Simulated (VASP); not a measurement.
# Sc: single point with PBEsol

The system is Sc.

```
Sc
1.0
     3.30880    0.00000    0.00000
    -1.65440    2.86550    0.02149
     0.00000    0.03951    5.26800
Sc
2
Direct
  0.33333 0.66667 0.25000
  0.66667 0.33333 0.75000
```

This cell differs from its parent crystal: strain +0.0150 x Voigt [0, 0, 0, 1, 0, 0].

- Program: VASP 6.6.1
- Task: single point
- Functional: PBEsol
- Potentials or basis: VASP PAW PBE potentials, release 64 (Sc_sv)
- Cutoff: 520 eV
- k mesh: 18 × 18 × 10
- Occupations: gaussian, width 0.15 eV
- Spin: no spin polarisation

```
Pressure               : -2.7 GPa
Band gap on the k mesh : zero (bands 11 and 12 overlap by 1.35 eV)
```

Stress tensor (GPa, compression positive):
```
-2.21  0.00  0.00
 0.00 -2.21 -0.41
 0.00 -0.41 -3.81
```

Levels at points of the mesh, in eV from the Fermi level:
| k point | band 7 | band 8 | band 9 | band 10 | band 11 | band 12 | band 13 | band 14 | band 15 | band 16 |
| --- | --- | --- | --- | --- | --- | --- | --- | --- | --- | --- |
| (0.00, 0.00, 0.00) | -27.75 | -27.74 | -5.12 | -1.67 | 0.44 | 1.59 | 1.59 | 1.70 | 2.00 | 2.00 |
| (0.50, 0.00, 0.00) | -27.84 | -27.80 | -1.59 | -1.04 | -0.68 | -0.29 | 1.20 | 1.39 | 1.77 | 3.75 |
| (0.00, 0.50, 0.00) | -27.84 | -27.80 | -1.59 | -1.04 | -0.69 | -0.29 | 1.20 | 1.40 | 1.76 | 3.75 |
| (0.00, 0.00, 0.50) | -27.78 | -27.78 | -3.63 | -3.63 | 0.88 | 0.88 | 1.52 | 1.53 | 1.53 | 1.54 |
| (0.50, 0.00, 0.50) | -27.84 | -27.84 | -1.47 | -1.46 | 0.03 | 0.06 | 1.21 | 1.27 | 2.38 | 2.39 |
| (0.00, 0.50, 0.50) | -27.85 | -27.83 | -1.48 | -1.45 | 0.02 | 0.07 | 1.18 | 1.30 | 2.37 | 2.40 |

Run time: 23 min on 1 thread of Oxide Virtual Turin-like Processor (shared host), peak memory 0.66 GiB.

Caveat: the cell differs from its parent crystal (strain +0.0150 x Voigt [0, 0, 0, 1, 0, 0]); the PAW data sets were made with another functional, which shifts forces and pressure a little.
